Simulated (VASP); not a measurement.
Here is a VASP 6.6.1 calculation.

The input INCAR:

```
PREC = Accurate
ENCUT = 520
EDIFF = 1E-7
ISMEAR = -1
SIGMA = 0.08
LREAL = F
LASPH = T
NELM = 100
ALGO = Normal
ISIF = 2
LWAVE = F
LCHARG = F
GGA = PE
NBANDS = 12
```

Contents of KPOINTS:

```
regular mesh
0
Gamma
  15 15 15
```

The input POSCAR:

```
Tl
1.0
   -1.5789394956      1.5789394956      1.5789394956
    1.5789394956     -1.5789394956      1.5789394956
    1.5789394956      1.5789394956     -1.5789394956
Tl
1
Direct
    0.0000000000      0.0000000000      0.0000000000
```

Potentials or basis: VASP PAW PBE potentials, release 64 (Tl_d).

The run is started by

```console
$ cat potpaw_PBE.64/Tl_d/POTCAR > POTCAR
$ mpirun -np 1 vasp_std > vasp.out
```

Question: Estimate the pressure.

Answer: 121.5 GPa.
